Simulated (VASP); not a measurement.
Runs of VASP 6.6.1 on CO2. The structure is that of space group I-42d (No. 122), or close to it. The cells are those of the table. 

```csv
level,potentials or basis,cell,k mesh,smearing,gap on the mesh (eV),pressure (GPa),largest force (eV/Å)
LDA,"VASP PAW LDA potentials, release 64 (C, O)","a = 4.021 Å, angles 122.5, 122.5, 85.7°, 6 atoms",8 × 8 × 8,fermi-dirac 0.02 eV,7.52,2.5,0.14
PBE,"VASP PAW PBE potentials, release 64 (C, O)","a = 4.100 Å, angles 122.2, 122.2, 86.3°, 6 atoms",10 × 10 × 10,fermi-dirac 0.02 eV,7.64,1.4,(a)
PBE,"VASP PAW PBE potentials, release 64 (C, O)","a = 4.056 Å, angles 122.4, 122.4, 85.9°, 6 atoms",10 × 10 × 10,fermi-dirac 0.02 eV,7.74,9.2,0.34
LDA,"VASP PAW LDA potentials, release 64 (C, O)","a = 4.056 Å, angles 122.4, 122.4, 85.9°, 6 atoms",10 × 10 × 10,gaussian 0.01 eV,7.45,-4.2,0.14
PBEsol,"VASP PAW PBE potentials, release 64 (C, O)","a = 4.060 Å, angles 122.3, 122.3, 86.1°, 6 atoms",8 × 8 × 8,fermi-dirac 0.02 eV,7.58,1.7,0.10
r2SCAN,"VASP PAW PBE potentials, release 64 (C, O)","a = 4.056 Å, angles 122.4, 122.4, 85.9°, 6 atoms",8 × 8 × 8,fermi-dirac 0.02 eV,8.48,(b),0.13
```

Alike in all rows: task single point; no spin polarisation; cutoff (eV) 520.

**Question.** Fill in the values left out.

**Answer.** (a) 0.08; (b) 2.2.

Caveats: the PAW data sets were made with another functional, which shifts forces and pressure a little (some runs).

A k mesh can miss the band edges.
